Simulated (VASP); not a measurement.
# MgS (Fm-3m) in VASP: a series of runs, part 2 of 2

VASP 6.6.1.

## (3) Vibrations by perturbation theory, PBEsol

This run uses another cell than the first one, of 14.55 Å³/atom, 0.920 times its volume.

INCAR

```
ALGO = Normal
EDIFF = 1E-8
ENCUT = 520
GGA = PS
IBRION = 8
ISIF = 2
ISMEAR = 0
LASPH = True
LCHARG = True
LEPSILON = True
LREAL = False
LWAVE = False
NELM = 60
NSW = 1
PREC = Accurate
SIGMA = 0.01
```

KPOINTS

```
k-points
0
Gamma
  8 8 8
```

POSCAR

```
MgS
1.0
    0.0000000000      2.4415328843      2.4415328843
    2.4415328843      0.0000000000      2.4415328843
    2.4415328843      2.4415328843      0.0000000000
Mg S
1 1
Direct
    0.0000000000      0.0000000000      0.0000000000
    0.5000000000      0.5000000000      0.5000000000
```

Potentials or basis: VASP PAW PBE potentials, release 64 (Mg, S).

On the command line:

```bash
cat potpaw_PBE.64/Mg/POTCAR potpaw_PBE.64/S/POTCAR > POTCAR
mpirun -np 1 vasp_std > vasp.out
```

OUTCAR:

```text
EDIFF = 1E-8
   ENCUT = 520
   GGA = PS
   IBRION = 8
   ISIF = 2
   ISMEAR = 0
   LASPH = True
   LEPSILON = True
   LREAL = False
   NELM = 60
   NSW = 1
   PREC = Accurate

 ion  position               nearest neighbor table
   1  0.000  0.000  0.000-   2 2.44   2 2.44   2 2.44   2 2.44   2 2.44   2 2.44
   2  0.500  0.500  0.500-   1 2.44   1 2.44   1 2.44   1 2.44   1 2.44   1 2.44

  LATTYP: Found a face centered cubic cell.
 ALAT       =     4.8830657686

  Lattice vectors:

 A1 = (   0.0000000000,   2.4415328843,   2.4415328843)
 A2 = (   2.4415328843,   0.0000000000,   2.4415328843)
 A3 = (   2.4415328843,   2.4415328843,   0.0000000000)

Analysis of symmetry for initial positions (statically):
=====================================================================
 Subroutine PRICEL returns:
 Original cell was already a primitive cell.

 Routine SETGRP: Setting up the symmetry group for a
 face centered cubic supercell.

 Subroutine GETGRP returns: Found 48 space group operations
 (whereof 48 operations were pure point group operations)
 out of a pool of 48 trial point group operations.

The static configuration has the point symmetry O_h .

Analysis of symmetry for dynamics (positions and initial velocities):
=====================================================================
 Subroutine PRICEL returns:
 Original cell was already a primitive cell.

 Routine SETGRP: Setting up the symmetry group for a
 face centered cubic supercell.

 Subroutine GETGRP returns: Found 48 space group operations
 (whereof 48 operations were pure point group operations)
 out of a pool of 48 trial point group operations.

The dynamic configuration has the point symmetry O_h .

 Subroutine INISYM returns: Found 48 space group operations
 (whereof 48 operations are pure point group operations),
 and found     1 'primitive' translations

----------------------------------------------------------------------------------------

                                     Primitive cell

  volume of cell :      29.1084

  direct lattice vectors                    reciprocal lattice vectors
     0.000000000  2.441532884  2.441532884    -0.204789378  0.204789378  0.204789378
     2.441532884  0.000000000  2.441532884     0.204789378 -0.204789378  0.204789378
     2.441532884  2.441532884  0.000000000     0.204789378  0.204789378 -0.204789378

  length of vectors
     3.452848918  3.452848918  3.452848918     0.354705607  0.354705607  0.354705607

  position of ions in fractional coordinates (direct lattice)
     0.000000000  0.000000000  0.000000000
     0.500000000  0.500000000  0.500000000

  ion indices of the primitive-cell ions
   primitive index   ion index
                 1           1
[... 451 lines left out ...]
     0.00015  0.00000  0.00000
     0.00000  0.00015  0.00000
     0.00000 -0.00000 -0.00110

--------------------------------------- Ionic step        4  -------------------------------------------

------------------------ aborting loop because EDIFF is reached ----------------------------------------

[... ionic steps 5 to 6 ...]

--------------------------------------- Ionic step        7  -------------------------------------------

 Free energy of the ion-electron system (eV)
  ---------------------------------------------------
  ---------------------------------------------------
  free energy    TOTEN  =        -0.10548582 eV

  energy without entropy =       -0.10548582

------------------------ aborting loop because EDIFF is reached ----------------------------------------

 INTERNAL STRAIN TENSOR  FOR ION    2  DIRECTION 1   (eV/Angst):
 -----------------------------------------------------------------------------
    -0.01641 -0.00000  0.00000
    -0.00000  0.01750  0.00000
     0.00000  0.00000  0.01750

 MACROSCOPIC STATIC DIELECTRIC TENSOR (including local field effects in DFT)
 ------------------------------------------------------
           5.649474    -0.000000     0.000000
           0.000000     5.649474     0.000000
          -0.000000     0.000000     5.649474
 ------------------------------------------------------

 PIEZOELECTRIC TENSOR (including local field effects)  for field in x, y, z        (e  Angst)
          XX          YY          ZZ          XY          YZ          ZX
  --------------------------------------------------------------------------------
  x     0.00000     0.00000     0.00000     0.00000     0.00000     0.00000
  y     0.00000     0.00000     0.00000     0.00000     0.00000     0.00000
  z     0.00000     0.00000     0.00000     0.00000     0.00000     0.00000

 PIEZOELECTRIC TENSOR (including local field effects)  for field in x, y, z        (C/m^2)
          XX          YY          ZZ          XY          YZ          ZX
  --------------------------------------------------------------------------------
  x     0.00000     0.00000     0.00000     0.00000     0.00000     0.00000
  y     0.00000     0.00000     0.00000     0.00000     0.00000     0.00000
  z     0.00000     0.00000     0.00000     0.00000     0.00000     0.00000

 BORN EFFECTIVE CHARGES (including local field effects) (in |e|, cummulative output)
 ---------------------------------------------------------------------------------
 ion    1
    1     2.14664    -0.00000     0.00000
    2    -0.00000     2.14664     0.00000
    3    -0.00000    -0.00000     2.14664
 ion    2
    1    -2.14664     0.00000    -0.00000
    2     0.00000    -2.14664    -0.00000
    3     0.00000     0.00000    -2.14664

 INTERNAL STRAIN TENSOR FOR ION    2 for displacements in x,y,z  (eV/Angst):
          X           Y           Z          XY          YZ          ZX
  --------------------------------------------------------------------------------
  x     0.00000     0.00000     0.00000     0.00000     0.00000     0.00000
  y     0.00000     0.00000     0.00000     0.00000     0.00000     0.00000
  z     0.00000     0.00000     0.00000     0.00000     0.00000     0.00000

 SECOND DERIVATIVES (NOT SYMMETRIZED)
 ------------------------------------
               1X          1Y          1Z          2X          2Y          2Z
  1X    -6.848246    0.000000    0.000000    6.848246    0.000000    0.000000
  1Y     0.000000   -6.848246    0.000000    0.000000    6.848246    0.000000
  1Z     0.000000    0.000000   -6.848246    0.000000    0.000000    6.848246
  2X     6.846194    0.000000    0.000000   -6.846194    0.000000    0.000000
  2Y     0.000000    6.846194    0.000000    0.000000   -6.846194    0.000000
  2Z     0.000000    0.000000    6.846194    0.000000    0.000000   -6.846194

 Eigenvectors and eigenvalues of the dynamical matrix
 ----------------------------------------------------

   1 f  =   11.001959 THz    69.127345 2PiTHz  366.985838 cm-1    45.500424 meV
             X         Y         Z           dx          dy          dz
      0.000000  0.000000  0.000000     0.000000    0.754263    0.000000
      2.441533  2.441533  2.441533     0.000000   -0.656573    0.000000
[... 21 lines left out ...]
   6 f/i=    0.000817 THz     0.005131 2PiTHz    0.027241 cm-1     0.003377 meV
             X         Y         Z           dx          dy          dz
      0.000000  0.000000  0.000000     0.000000    0.000000   -0.656573
      2.441533  2.441533  2.441533     0.000000    0.000000   -0.754263

--------------------------------------------------------------------------------------------------------

 MACROSCOPIC STATIC DIELECTRIC TENSOR IONIC CONTRIBUTION
 ------------------------------------------------------
           4.183613    -0.000000     0.000000
          -0.000000     4.183613     0.000000
           0.000000     0.000000     4.183613
 ------------------------------------------------------

 ELASTIC MODULI CONTR FROM IONIC RELAXATION (kBar)
 Direction    XX          YY          ZZ          XY          YZ          ZX
 --------------------------------------------------------------------------------
 XX           0.0000      0.0000      0.0000      0.0000      0.0000      0.0000
 YY           0.0000      0.0000      0.0000      0.0000      0.0000      0.0000
 ZZ           0.0000      0.0000      0.0000      0.0000      0.0000      0.0000
 XY           0.0000      0.0000      0.0000      0.0000      0.0000      0.0000
 YZ           0.0000      0.0000      0.0000      0.0000      0.0000      0.0000
 ZX           0.0000      0.0000      0.0000      0.0000      0.0000      0.0000
 --------------------------------------------------------------------------------

 PIEZOELECTRIC TENSOR IONIC CONTR  for field in x, y, z        (C/m^2)
          XX          YY          ZZ          XY          YZ          ZX
  --------------------------------------------------------------------------------
  x     0.00000     0.00000     0.00000     0.00000     0.00000     0.00000
  y     0.00000     0.00000     0.00000     0.00000     0.00000     0.00000
  z     0.00000     0.00000     0.00000     0.00000     0.00000     0.00000
```

stdout:

```text
POSCAR found type information on POSCAR MgS
 POSCAR found :  2 types and       2 ions
 scaLAPACK will be used
 -----------------------------------------------------------------------------
|                                                                             |
|                                                                             |
[... 39 lines left out ...]
 first order change of Fermi-energy  -0.11449E-04
 force on displaced ion       1 direction 1 :  -6.848   0.000   0.000
 Born effective charge ion    1 direction 1 :   2.138   0.000   0.000
 Linear response progress:
 first order change of Fermi-energy   0.12339E-02
 force on displaced ion       2 direction 1 :  -6.846   0.000   0.000
 Born effective charge ion    2 direction 1 :  -2.155   0.000   0.000
 Born effective charges drift removed
 Linear response finished
```

It took 1.9 min on 1 thread of AMD EPYC 9R14 (Zen 4), shared host; peak memory 0.17 GiB.

What came out:

```
Electronic dielectric tensor (diagonal)                 : 5.65
Born charges (mean of the diagonal)                     : Mg +2.15; S -2.15 e
Highest phonon frequency at Γ, LO-TO splitting left out : 367 cm⁻¹
```

Phonon frequencies in cm⁻¹ (negative: imaginary):
| q point | frequencies |
| --- | --- |
| (0.000, 0.000, 0.000) | 0 0 0 367 367 367 |

Electronic dielectric tensor:
```
5.65 0.00 0.00
0.00 5.65 0.00
0.00 0.00 5.65
```

Born effective charge tensors (e):
atom 1, Mg
```
2.15 0.00 0.00
0.00 2.15 0.00
0.00 0.00 2.15
```
atom 2, S
```
-2.15  0.00  0.00
 0.00 -2.15  0.00
 0.00  0.00 -2.15
```

Caveat: the cell wasn't relaxed at this level first, which shifts response properties; the PAW data sets were made with another functional, which shifts forces and pressure a little.

## (4) Vibrations by perturbation theory, PBEsol

This run uses another cell than the first one, of 15.42 Å³/atom, 0.975 times its volume.

INCAR

```
SYSTEM = MgS
PREC = Accurate
ENCUT = 520
EDIFF = 1E-8
ISMEAR = 0
SIGMA = 0.01
LREAL = .False.
LASPH = .True.
NELM = 100
ALGO = Normal
ISIF = 2
LWAVE = .False.
LCHARG = .False.
GGA = PS
IBRION = 8
NSW = 1
LEPSILON = .True.
```

KPOINTS

```
Automatic mesh
0
Gamma
  8 8 8
  0 0 0
```

POSCAR

```
MgS
1.0
    0.0000000000      2.4891754438      2.4891754438
    2.4891754438      0.0000000000      2.4891754438
    2.4891754438      2.4891754438      0.0000000000
Mg S
1 1
Direct
    0.0000000000      0.0000000000      0.0000000000
    0.5000000000      0.5000000000      0.5000000000
```

Potentials or basis: VASP PAW PBE potentials, release 64 (Mg, S).

On the command line:

```bash
cat potpaw_PBE.64/Mg/POTCAR potpaw_PBE.64/S/POTCAR > POTCAR
mpirun -np 1 vasp_std > vasp.out
```

OUTCAR:

```text
SYSTEM = MgS
   PREC = Accurate
   ENCUT = 520
   EDIFF = 1E-8
   ISMEAR = 0
   LREAL = .False.
   LASPH = .True.
   NELM = 100
   ISIF = 2
   GGA = PS
   IBRION = 8
   NSW = 1
   LEPSILON = .True.

 ion  position               nearest neighbor table
   1  0.000  0.000  0.000-   2 2.49   2 2.49   2 2.49   2 2.49   2 2.49   2 2.49
   2  0.500  0.500  0.500-   1 2.49   1 2.49   1 2.49   1 2.49   1 2.49   1 2.49

  LATTYP: Found a face centered cubic cell.
 ALAT       =     4.9783508876

  Lattice vectors:

 A1 = (   0.0000000000,   2.4891754438,   2.4891754438)
 A2 = (   2.4891754438,   0.0000000000,   2.4891754438)
 A3 = (   2.4891754438,   2.4891754438,   0.0000000000)

Analysis of symmetry for initial positions (statically):
=====================================================================
 Subroutine PRICEL returns:
 Original cell was already a primitive cell.

 Routine SETGRP: Setting up the symmetry group for a
 face centered cubic supercell.

 Subroutine GETGRP returns: Found 48 space group operations
 (whereof 48 operations were pure point group operations)
 out of a pool of 48 trial point group operations.

The static configuration has the point symmetry O_h .

Analysis of symmetry for dynamics (positions and initial velocities):
=====================================================================
 Subroutine PRICEL returns:
 Original cell was already a primitive cell.

 Routine SETGRP: Setting up the symmetry group for a
 face centered cubic supercell.
[... 523 lines left out ...]

 PIEZOELECTRIC TENSOR (including local field effects)  for field in x, y, z        (C/m^2)
          XX          YY          ZZ          XY          YZ          ZX
  --------------------------------------------------------------------------------
  x     0.00000     0.00000     0.00000     0.00000     0.00000     0.00000
  y     0.00000     0.00000     0.00000     0.00000     0.00000     0.00000
  z     0.00000     0.00000     0.00000     0.00000     0.00000     0.00000

 BORN EFFECTIVE CHARGES (including local field effects) (in |e|, cummulative output)
 ---------------------------------------------------------------------------------
 ion    1
    1     2.19930     0.00000    -0.00000
    2     0.00000     2.19930    -0.00000
    3    -0.00000    -0.00000     2.19930
 ion    2
    1    -2.19930     0.00000     0.00000
    2    -0.00000    -2.19930     0.00000
    3     0.00000     0.00000    -2.19930

 INTERNAL STRAIN TENSOR FOR ION    2 for displacements in x,y,z  (eV/Angst):
          X           Y           Z          XY          YZ          ZX
  --------------------------------------------------------------------------------
  x     0.00000     0.00000     0.00000     0.00000     0.00000     0.00000
  y     0.00000     0.00000     0.00000     0.00000     0.00000     0.00000
  z     0.00000     0.00000     0.00000     0.00000     0.00000     0.00000

 SECOND DERIVATIVES (NOT SYMMETRIZED)
 ------------------------------------
               1X          1Y          1Z          2X          2Y          2Z
  1X    -5.397605    0.000000    0.000000    5.397605    0.000000    0.000000
  1Y     0.000000   -5.397605    0.000000    0.000000    5.397605    0.000000
  1Z     0.000000    0.000000   -5.397605    0.000000    0.000000    5.397605
  2X     5.404903    0.000000    0.000000   -5.404903    0.000000    0.000000
  2Y     0.000000    5.404903    0.000000    0.000000   -5.404903    0.000000
  2Z     0.000000    0.000000    5.404903    0.000000    0.000000   -5.404903

 Eigenvectors and eigenvalues of the dynamical matrix
 ----------------------------------------------------

   1 f  =    9.770921 THz    61.392508 2PiTHz  325.922845 cm-1    40.409264 meV
             X         Y         Z           dx          dy          dz
      0.000000  0.000000  0.000000     0.000000    0.753994    0.000000
      2.489175  2.489175  2.489175     0.000000   -0.656881    0.000000
[... 21 lines left out ...]
   6 f/i=    0.003270 THz     0.020544 2PiTHz    0.109064 cm-1     0.013522 meV
             X         Y         Z           dx          dy          dz
      0.000000  0.000000  0.000000     0.000000    0.000000   -0.656881
      2.489175  2.489175  2.489175     0.000000    0.000000   -0.753994

--------------------------------------------------------------------------------------------------------

 MACROSCOPIC STATIC DIELECTRIC TENSOR IONIC CONTRIBUTION
 ------------------------------------------------------
           5.253448     0.000000    -0.000000
           0.000000     5.253448    -0.000000
          -0.000000    -0.000000     5.253448
 ------------------------------------------------------

 ELASTIC MODULI CONTR FROM IONIC RELAXATION (kBar)
 Direction    XX          YY          ZZ          XY          YZ          ZX
 --------------------------------------------------------------------------------
 XX           0.0000      0.0000      0.0000      0.0000      0.0000      0.0000
 YY           0.0000      0.0000      0.0000      0.0000      0.0000      0.0000
 ZZ           0.0000      0.0000      0.0000      0.0000      0.0000      0.0000
 XY           0.0000      0.0000      0.0000      0.0000      0.0000      0.0000
 YZ           0.0000      0.0000      0.0000      0.0000      0.0000      0.0000
 ZX           0.0000      0.0000      0.0000      0.0000      0.0000      0.0000
 --------------------------------------------------------------------------------

 PIEZOELECTRIC TENSOR IONIC CONTR  for field in x, y, z        (C/m^2)
          XX          YY          ZZ          XY          YZ          ZX
  --------------------------------------------------------------------------------
  x     0.00000     0.00000     0.00000     0.00000     0.00000     0.00000
  y     0.00000     0.00000     0.00000     0.00000     0.00000     0.00000
  z     0.00000     0.00000     0.00000     0.00000     0.00000     0.00000
```

OSZICAR:

```text
N       E                     dE             d eps       ncg     rms          rms(c)
DAV:   1     0.214481326730E+02    0.21448E+02   -0.36923E+03   488   0.816E+02
DAV:   2    -0.836490557957E+01   -0.29813E+02   -0.27260E+02   608   0.110E+02
[... 154 lines left out ...]
RMM:   7    -0.105708343145E+00   -0.20999E-04   -0.48335E-07  1426   0.410E-03    0.218E-03
RMM:   8    -0.105702617594E+00    0.57256E-05   -0.30056E-08  1527   0.976E-04    0.116E-03
RMM:   9    -0.105701053406E+00    0.15642E-05   -0.71565E-08  1568   0.242E-04    0.412E-04
RMM:  10    -0.105700782664E+00    0.27074E-06   -0.59202E-07  1615   0.583E-05    0.144E-04
RMM:  11    -0.105700496161E+00    0.28650E-06   -0.16811E-07  1516   0.440E-05    0.560E-05
RMM:  12    -0.105700392710E+00    0.10345E-06   -0.41316E-07  1565   0.204E-05    0.721E-07
RMM:  13    -0.105700392960E+00   -0.24935E-09   -0.91293E-08  1548   0.593E-06    0.169E-06
 Linear response finished
```

Run time: 1.8 min. Hardware: 1 thread of AMD EPYC 9R14 (Zen 4), shared host; peak memory 0.17 GiB.

What came out:

```
Electronic dielectric tensor (diagonal)                 : 5.58
Born charges (mean of the diagonal)                     : Mg +2.20; S -2.20 e
Highest phonon frequency at Γ, LO-TO splitting left out : 326 cm⁻¹
```

Phonon frequencies in cm⁻¹ (negative: imaginary):
| q point | frequencies |
| --- | --- |
| (0.000, 0.000, 0.000) | 0 0 0 326 326 326 |

Electronic dielectric tensor:
```
5.58 0.00 0.00
0.00 5.58 0.00
0.00 0.00 5.58
```

Born effective charge tensors (e):
atom 1, Mg
```
2.20 0.00 0.00
0.00 2.20 0.00
0.00 0.00 2.20
```
atom 2, S
```
-2.20  0.00  0.00
 0.00 -2.20  0.00
 0.00  0.00 -2.20
```

Caveat: the cell wasn't relaxed at this level first, which shifts response properties; the PAW data sets were made with another functional, which shifts forces and pressure a little.
